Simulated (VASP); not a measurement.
Input of a VASP 6.6.1 run:

Contents of INCAR:

```
SYSTEM = LiSe6
ALGO     = Normal         ! electronic algorithm
EDIFF    = 1E-6           ! SCF threshold, eV
EDIFFG   = -0.04          ! ionic threshold
ENCUT    = 600            ! plane-wave cutoff, eV
GGA      = PE             ! functional
IBRION   = 2              ! ionic algorithm
ISIF     = 3              ! what is computed and relaxed
ISMEAR   = 0              ! smearing method
LASPH    = .True.         ! aspherical terms in the spheres
LCHARG   = .False.        ! write CHGCAR
LREAL    = .False.        ! projectors in reciprocal space
LWAVE    = .False.        ! write WAVECAR
NELM     = 80             ! most SCF steps
NSW      = 90             ! ionic steps
PREC     = Accurate       ! precision mode
SIGMA    = 0.1            ! smearing width, eV
```

KPOINTS

```
k-points
0
Gamma
  4 4 4
  0 0 0
```

POSCAR

```
LiSe6
1.0
    5.6698243700      0.0000000000      0.0000000000
    0.0000000000      5.6698243700      0.0000000000
    0.0000000000      0.0000000000      5.6698243700
Li Se
1 6
Direct
    0.0000000000      0.0000000000      0.0000000000
    0.7985550200      0.5000000000      0.5000000000
    0.2014449800      0.5000000000      0.5000000000
    0.5000000000      0.5000000000      0.7985550200
    0.5000000000      0.5000000000      0.2014449800
    0.5000000000      0.2014449800      0.5000000000
    0.5000000000      0.7985550200      0.5000000000
```

Potentials or basis: VASP PAW PBE potentials, release 64 (Li_sv, Se).

Command:

```console
$ cat potpaw_PBE.64/Li_sv/POTCAR potpaw_PBE.64/Se/POTCAR > POTCAR
$ mpirun -np 1 vasp_std > vasp.out
```

(1) Estimate the relaxed cell.

(2) Predict the relaxed volume.

## Answers

(1) a = 6.734 Å, b = 6.734 Å, c = 6.734 Å, α = 90.00°, β = 90.00°, γ = 90.00°.

(2) 43.63 Å³/atom.

Caveat: the cutoff is under 1.25 times the usual one of these potentials, so pressure, stress and relaxed cells hold a basis-set (Pulay) error; the volume moved by over 15 % at a fixed basis, so the end points are rough; the highest band is partly filled, so the run has too few bands.
